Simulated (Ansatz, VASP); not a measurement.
One calculation of Ag, two programs

```xyz
1
Lattice="0.0000 2.0102 2.0102 2.0102 0.0000 2.0102 2.0102 2.0102 0.0000" Properties=species:S:1:pos:R:3 pbc="T T T"
Ag    0.0000    0.0000    0.0000
```

Alike in both runs: task single point; functional r2SCAN; k mesh 18 × 18 × 18; occupations gaussian, width 0.1 eV; no spin polarisation.

```csv
,VASP,Ansatz
version,VASP 6.6.1,Ansatz 0.2.0
potentials or method,"VASP PAW PBE potentials, release 64 (Ag), cutoff 520 eV","scalar-relativistic, plane waves, PAW"
valence electrons in the cell,11,19
```

Ansatz gave:

| Quantity | Value |
| --- | --- |
| gap on the k mesh at the Fermi level (eV) | none |
| pressure (GPa) | 7.7 |

Q: What did VASP give for the same quantities?

A: gap on the k mesh at the Fermi level (eV): none; pressure (GPa): 7.9.

VASP's potentials were made for PBE, not for r2SCAN. A gap of «none» marks a metal or a gap that the smearing closes. With one functional, cell and mesh, what is left measures potentials, basis and numerics. VASP's potentials hold 11 valence electrons a cell and Ansatz's 19, so a difference there can come from the potentials and not from the codes.
